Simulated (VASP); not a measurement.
The system is Al3SiPd2.

```xyz
6
Lattice="4.8720 0.0000 0.0000 0.0000 4.8720 0.0000 0.0000 0.0000 5.2307" Properties=species:S:1:pos:R:3 pbc="T T T"
Al    0.0000    2.4360    2.6154
Al    2.4360    0.0000    2.6154
Al    0.0000    0.0000    0.0000
Si    0.0000    0.0000    2.6154
Pd    2.4360    2.4360    2.6154
Pd    2.4360    2.4360    0.0000
```

The cell was built from a structure type or drawn by symmetry, and may not be a known phase.

```yaml
Program: VASP 6.6.1
Task: relaxation of cell and atoms
Functional: PBE
Potentials_or_basis: VASP PAW PBE potentials, release 64 (Al, Si, Pd)
Cutoff: 600 eV
k_mesh: 8 × 8 × 8
Occupations: gaussian, width 0.1 eV
Spin: no spin polarisation
```

At the start: pressure 0.7 GPa; volume 20.69 Å³/atom.

Task: How do energy, volume and symmetry change on relaxing?

Result: Over 4 steps the energy falls by 3.3 meV/atom and the volume is 20.87 Å³/atom (+0.9 %); space group P4/mmm (No. 123, to 0.1 Å) before and after.

The path:
| step | energy change (eV) | largest force (eV/Å) | pressure (GPa) | volume (Å³) |
| --- | --- | --- | --- | --- |
| 1 | 0.0000 | 0.0000 | 0.67 | 124.16 |
| 2 | -0.0189 | 0.0000 | -0.21 | 125.70 |
| 3 | -0.0191 | 0.0000 | -0.29 | 125.85 |
| 4 | -0.0198 | 0.0000 | 0.03 | 125.21 |

Final structure:
```cif
data_structure
_symmetry_space_group_name_H-M 'P 1'
_symmetry_Int_Tables_number 1
_cell_length_a 4.9239
_cell_length_b 4.9239
_cell_length_c 5.1646
_cell_angle_alpha 90.000
_cell_angle_beta 90.000
_cell_angle_gamma 90.000
_cell_volume 125.21
loop_
_atom_site_label
_atom_site_type_symbol
_atom_site_fract_x
_atom_site_fract_y
_atom_site_fract_z
_atom_site_occupancy
Al1 Al 0.00000 0.50000 0.50000 1
Al2 Al 0.50000 0.00000 0.50000 1
Al3 Al 0.00000 0.00000 0.00000 1
Si1 Si 0.00000 0.00000 0.50000 1
Pd1 Pd 0.50000 0.50000 0.50000 1
Pd2 Pd 0.50000 0.50000 0.00000 1
```
